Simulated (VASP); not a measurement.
# VOsC4N4 (P-43m) in VASP: relaxation of cell and atoms with PBE

Aim: the relaxation of cell and atoms of VOsC4N4 with PBE.

Program: VASP 6.6.1. These are calculated values, not measurements. Logs are shortened: lines on timing, memory, paths and dates and some standing lists are left out, and cuts for length are marked.

## Step 1: The cell of the first run

Symmetry: P-43m, No. 215, cubic system. Conventional cell: a = 5.801 Å, b = 5.801 Å, c = 5.801 Å, α = 90.00°, β = 90.00°, γ = 90.00°. Within 2.6 Å of V (site symmetry -43m) lie 4 C at 1.93 Å. Os (site symmetry -43m) has 4 N at 1.89 Å within 2.5 Å. C (site symmetry 3m) has 1 N at 1.20 Å within 1.6 Å. N (site symmetry 3m) has 1 C at 1.20 Å within 1.6 Å.

## Step 2: Relaxation of cell and atoms, PBE

INCAR reads:

```
PREC = Accurate
ENCUT = 600
EDIFF = 1E-6
ISMEAR = 0
SIGMA = 0.1
LREAL = F
LASPH = T
NELM = 80
ALGO = Normal
ISIF = 3
LWAVE = F
LCHARG = F
GGA = PE
IBRION = 2
NSW = 100
EDIFFG = -0.01
```

KPOINTS reads:

```
Automatic mesh
0
Gamma
  8 8 8
```

POSCAR reads:

```
VOsC4N4
1.0
    5.8013551234      0.0000000000      0.0000000000
    0.0000000000      5.8013551234      0.0000000000
    0.0000000000      0.0000000000      5.8013551234
V Os C N
1 1 4 4
Direct
    0.0000000000      0.0000000000      0.0000000000
    0.5000000000      0.5000000000      0.5000000000
    0.1923316942      0.1923316942      0.1923316942
    0.1923316942      0.8076683058      0.8076683058
    0.8076683058      0.1923316942      0.8076683058
    0.8076683058      0.8076683058      0.1923316942
    0.3122294232      0.3122294232      0.3122294232
    0.3122294232      0.6877705768      0.6877705768
    0.6877705768      0.3122294232      0.6877705768
    0.6877705768      0.6877705768      0.3122294232
```

Potentials or basis: VASP PAW PBE potentials, release 64 (V_sv, Os, C, N).

Launch:

```sh
> cat potpaw_PBE.64/V_sv/POTCAR potpaw_PBE.64/Os/POTCAR potpaw_PBE.64/C/POTCAR potpaw_PBE.64/N/POTCAR > POTCAR
> mpirun -np 1 vasp_std > vasp.out
```

OUTCAR:

```text
PREC = Accurate
   ENCUT = 600
   EDIFF = 1E-6
   ISMEAR = 0
   LREAL = F
   LASPH = T
   NELM = 80
   ISIF = 3
   GGA = PE
   IBRION = 2
   NSW = 100
   EDIFFG = -0.01

 ion  position               nearest neighbor table
   1  0.000  0.000  0.000-   3 1.93   4 1.93   5 1.93   6 1.93
   2  0.500  0.500  0.500-   7 1.89   8 1.89   9 1.89  10 1.89
   3  0.192  0.192  0.192-   7 1.20   1 1.93
   4  0.192  0.808  0.808-   8 1.20   1 1.93
   5  0.808  0.192  0.808-   9 1.20   1 1.93
   6  0.808  0.808  0.192-  10 1.20   1 1.93
   7  0.312  0.312  0.312-   3 1.20   2 1.89
   8  0.312  0.688  0.688-   4 1.20   2 1.89
   9  0.688  0.312  0.688-   5 1.20   2 1.89
  10  0.688  0.688  0.312-   6 1.20   2 1.89

  LATTYP: Found a simple cubic cell.
 ALAT       =     5.8013551234

  Lattice vectors:

 A1 = (   5.8013551234,   0.0000000000,   0.0000000000)
 A2 = (   0.0000000000,   5.8013551234,   0.0000000000)
 A3 = (   0.0000000000,   0.0000000000,   5.8013551234)

Analysis of symmetry for initial positions (statically):
=====================================================================
 Subroutine PRICEL returns:
 Original cell was already a primitive cell.

 Routine SETGRP: Setting up the symmetry group for a
 simple cubic supercell.

 Subroutine GETGRP returns: Found 24 space group operations
 (whereof 24 operations were pure point group operations)
 out of a pool of 48 trial point group operations.

The static configuration has the point symmetry T_d .

Analysis of symmetry for dynamics (positions and initial velocities):
=====================================================================
 Subroutine PRICEL returns:
 Original cell was already a primitive cell.

 Routine SETGRP: Setting up the symmetry group for a
 simple cubic supercell.

 Subroutine GETGRP returns: Found 24 space group operations
 (whereof 24 operations were pure point group operations)
 out of a pool of 48 trial point group operations.

The dynamic configuration has the point symmetry T_d .

 Subroutine INISYM returns: Found 24 space group operations
 (whereof 24 operations are pure point group operations),
 and found     1 'primitive' translations

----------------------------------------------------------------------------------------

                                     Primitive cell

  volume of cell :     195.2488

  direct lattice vectors                    reciprocal lattice vectors
     5.801355123  0.000000000  0.000000000     0.172373519  0.000000000  0.000000000
     0.000000000  5.801355123  0.000000000     0.000000000  0.172373519  0.000000000
     0.000000000  0.000000000  5.801355123     0.000000000  0.000000000  0.172373519

  length of vectors
     5.801355123  5.801355123  5.801355123     0.172373519  0.172373519  0.172373519

  position of ions in fractional coordinates (direct lattice)
     0.000000000  0.000000000  0.000000000
     0.500000000  0.500000000  0.500000000
     0.192331694  0.192331694  0.192331694
     0.192331694  0.807668306  0.807668306
     0.807668306  0.192331694  0.807668306
     0.807668306  0.807668306  0.192331694
     0.312229423  0.312229423  0.312229423
     0.312229423  0.687770577  0.687770577
     0.687770577  0.312229423  0.687770577
     0.687770577  0.687770577  0.312229423

  ion indices of the primitive-cell ions
   primitive index   ion index
                 1           1
                 2           2
                 3           3
                 4           4
                 5           5
                 6           6
                 7           7
                 8           8
                 9           9
                10          10

----------------------------------------------------------------------------------------

 KPOINTS: Automatic mesh

Automatic generation of k-mesh.
 Grid dimensions read from file:
 generate k-points for:    8    8    8

 Generating k-lattice:

  Cartesian coordinates                     Fractional coordinates (reciprocal lattice)
     0.021546690  0.000000000  0.000000000     0.125000000  0.000000000  0.000000000
     0.000000000  0.021546690  0.000000000     0.000000000  0.125000000  0.000000000
     0.000000000  0.000000000  0.021546690     0.000000000  0.000000000  0.125000000

  Length of vectors
     0.021546690  0.021546690  0.021546690

  Shift w.r.t. Gamma in fractional coordinates (k-lattice)
     0.000000000  0.000000000  0.000000000

 Subroutine IBZKPT returns following result:
 ===========================================

 Found     35 irreducible k-points:

 Following reciprocal coordinates:
            Coordinates               Weight
  0.000000  0.000000  0.000000      1.000000
  0.125000  0.000000  0.000000      6.000000
  0.250000  0.000000  0.000000      6.000000
  0.375000  0.000000  0.000000      6.000000
  0.500000  0.000000  0.000000      3.000000
  0.125000  0.125000  0.000000     12.000000
[... 16 lines left out ...]
  0.375000  0.375000  0.125000     24.000000
  0.500000  0.375000  0.125000     24.000000
 [... further k-points ...]
   k-points           NKPTS =     35   k-points in BZ     NKDIM =     35   number of bands    NBANDS=     34
   number of dos      NEDOS =    301   number of ions     NIONS =     10
   total plane-waves  NPLWV = 110592
   dimension x,y,z NGX =    48 NGY =   48 NGZ =   48
   dimension x,y,z NGXF=    96 NGYF=   96 NGZF=   96
   ions per type =               1   1   4   4
   NGX,Y,Z   is equivalent  to a cutoff of  13.76, 13.76, 13.76 a.u.
   NGXF,Y,Z  is equivalent  to a cutoff of  27.51, 27.51, 27.51 a.u.
 SYSTEM =  unknown system
   PREC   = accura    normal or accurate (medium, high low for compatibility)
   ISTART =      0    job   : 0-new  1-cont  2-samecut
   ICHARG =      2    charge: 1-file 2-atom 10-const
   ISPIN  =      1    spin polarized calculation?
   LNONCOLLINEAR =      F non collinear calculations
   LSORBIT =      F    spin-orbit coupling
   LASPH  =      T    aspherical Exc in radial PAW
   ENCUT  =  600.0 eV  44.10 Ry    6.64 a.u.  11.59 11.59 11.59*2*pi/ulx,y,z
   NELM   =     80;   NELMIN=  2; NELMDL= -5     # of ELM steps
   EDIFF  = 0.1E-05   stopping-criterion for ELM
   LREAL  =      F    real-space projection
   EDIFFG = -.1E-01   stopping-criterion for IOM
   NSW    =    100    number of steps for IOM
   IBRION =      2    ionic relax: 0-MD 1-quasi-New 2-CG
   NFREE  =      1    steps in history (QN), initial steepest desc. (CG)
   ISIF   =      3    stress and relaxation
   ISYM   =      2    0-nonsym 1-usesym 2-fastsym
   POTIM  = 0.5000    time-step for ionic-motion
   TEBEG  =    0.0;   TEEND  =   0.0 temperature during run
   PSTRESS=    0.0 pullay stress
   NELECT =      57.0000    total number of electrons
   NUPDOWN=      -1.0000    fix difference up-down
   EMIN   =  10.00;   EMAX   =-10.00  energy-range for DOS
   EFERMI =   0.00;   METHOD = LEGACY
   ISMEAR =     0;   SIGMA  =   0.10  broadening in eV -4-tet -1-fermi 0-gaus
   EFERMI_NEDOS =   21; number of points for ismear=-14 and -15
   IALGO  =     38    algorithm
   IMIX   =      4    mixing-type and parameters
     AMIX     =   0.40;   BMIX     =  1.00
     AMIX_MAG =   1.60;   BMIX_MAG =  1.00
  volume/ion in A,a.u.               =      19.52       131.76
  Fermi-wavevector in a.u.,A,eV,Ry     =   1.086018  2.052276 16.047187  1.179435
  Thomas-Fermi vector in A             =   2.222145
   LORBIT       =      0    0 simple, 1 ext, 2 COOP (PROOUT), +10 PAW based schemes
   GGA     = PE    functional components
   LHFCALC =     F    Hartree Fock is set to
   AEXX    =    0.0000 exact exchange contribution
   IVDW    =     0    specifies the selected vdW correction
   LEPSILON=     F    determine dielectric tensor
   LRPA    =     F    only Hartree local field effects (RPA)
 conjugate gradient relaxation of ions
 non-spin polarized calculation
 Gauss-broadening in eV      SIGMA  =   0.10
  energy-cutoff  :      600.00
  volume of cell :      195.25
 maximum number of plane-waves:      6619
 NGX is ok and might be reduce to    48
   NGX = 23   NGY = 23   NGZ = 23

--------------------------------------- Ionic step        1  -------------------------------------------

 number of electron      56.9999995 magnetization

 Free energy of the ion-electron system (eV)
  ---------------------------------------------------
  ext. energy  EPLUGINS =         0.00000000
  ---------------------------------------------------
  free energy    TOTEN  =       -83.98032696 eV

  energy without entropy =      -83.95360304  energy(sigma->0) =      -83.96696500

------------------------ aborting loop because EDIFF is reached ----------------------------------------

  FORCE on cell =-STRESS in cart. coord.  units (eV):
  Direction    XX          YY          ZZ          XY          YZ          ZX
  --------------------------------------------------------------------------------------
  -------------------------------------------------------------------------------------
  Total        0.4228172      0.4228172      0.4228172      0.0000000      0.0000000      0.0000000
  in kB        3.4695638      3.4695638      3.4695638      0.0000000      0.0000000      0.0000000
  external PRESSURE =       3.4695638 kB  Pullay stress =       0.0000000 kB
[... 293 lines left out ...]
  energy  without entropy=      -83.9557373901  energy(sigma->0) =      -83.96919598

--------------------------------------- Ionic step        8  -------------------------------------------

 number of electron      56.9999996 magnetization

 Free energy of the ion-electron system (eV)
  ---------------------------------------------------
  ext. energy  EPLUGINS =         0.00000000
  ---------------------------------------------------
  free energy    TOTEN  =       -83.98267468 eV

  energy without entropy =      -83.95577955  energy(sigma->0) =      -83.96922712

 E-fermi :   0.2732     XC(G=0):  -7.6388

 val. band max:        0.2626377010   @ k =   0.2500   0.2500   0.0000
 cond. band min:       0.2759323725   @ k =   0.5000   0.5000   0.3750
 fundamental gap:      0.0132946716
 Fermi energy:         0.2731789385

 k-point     1 :       0.0000    0.0000    0.0000
  band No.  band energies     occupation
      1     -63.9682      2.00000
      2     -37.8476      2.00000
      3     -37.8476      2.00000
      4     -37.8476      2.00000
      5     -18.3087      2.00000
      6     -18.1077      2.00000
[... 877 lines left out ...]
     33       1.8002      0.00000
     34       2.0489      0.00000

 [... further k-points ...]
[... 5 lines left out ...]
  --------------------------------------------------------------------------------------
  -------------------------------------------------------------------------------------
  Total        0.0008647      0.0008647      0.0008647      0.0000000      0.0000000      0.0000000
  in kB        0.0070767      0.0070767      0.0070767      0.0000000      0.0000000      0.0000000
  external PRESSURE =       0.0070767 kB  Pullay stress =       0.0000000 kB
[... 25 lines left out ...]
  FREE ENERGIE OF THE ION-ELECTRON SYSTEM (eV)
  ---------------------------------------------------
  free  energy   TOTEN  =       -83.9826746844 eV

  energy  without entropy=      -83.9557795468  energy(sigma->0) =      -83.96922712

 reached required accuracy - stopping structural energy minimisation
```

It took 13 min on 1 thread of Intel Xeon 6975P-C (Granite Rapids), shared host; peak memory 0.55 GiB.

Results:

```
Free energy                           : -83.9827 eV
Relaxed volume                        : 19.58 Å³/atom
Relaxed cell                          : a = 5.807 Å, b = 5.807 Å, c = 5.807 Å, α = 90.00°, β = 90.00°, γ = 90.00°
Space group after relaxing (to 0.1 Å) : P-43m (No. 215)
Energy gained by relaxing             : 0.2 meV/atom
Ionic steps                           : 8
Pressure after relaxing               : 0.0 GPa
Largest force after relaxing          : 0.009 eV/Å
Band gap on the k mesh                : zero (an odd number of electrons rules out a gap without spin polarisation)
```

Forces on the atoms (eV/Å):
```
V    0.000  0.000  0.000
Os   0.000  0.000  0.000
C   -0.005 -0.005 -0.005
C   -0.005  0.005  0.005
C    0.005 -0.005  0.005
C    0.005  0.005 -0.005
N    0.003  0.003  0.003
N    0.003 -0.003 -0.003
N   -0.003  0.003 -0.003
N   -0.003 -0.003  0.003
```

The path:
```
step  energy change (eV)  largest force (eV/Å)  pressure (GPa)  volume (Å³)
   1              0.0000                0.1340            0.35       195.25
   2              0.0014                0.3734           -0.67       196.45
   3             -0.0015                0.1800           -0.09       195.75
   4             -0.0014                0.1906           -0.03       196.13
   5             -0.0023                0.0191           -0.05       195.93
   6             -0.0023                0.0187           -0.08       195.94
   7             -0.0023                0.0147           -0.02       195.85
   8             -0.0023                0.0095            0.00       195.77
```

Final structure:
```
V Os C N
1.0
     5.80655    0.00000    0.00000
     0.00000    5.80655    0.00000
     0.00000    0.00000    5.80655
V Os C N
1 1 4 4
Direct
  0.00000 0.00000 0.00000
  0.50000 0.50000 0.50000
  0.19194 0.19194 0.19194
  0.19194 0.80806 0.80806
  0.80806 0.19194 0.80806
  0.80806 0.80806 0.19194
  0.31178 0.31178 0.31178
  0.31178 0.68822 0.68822
  0.68822 0.31178 0.68822
  0.68822 0.68822 0.31178
```

Caveat: spin-orbit coupling is left out, which moves the levels of the heavy elements; the run has no spin polarisation, though such a crystal can be magnetic. With open d or f shells a metallic result of PBE can be an artefact of self-interaction; +U or a hybrid may open a gap.
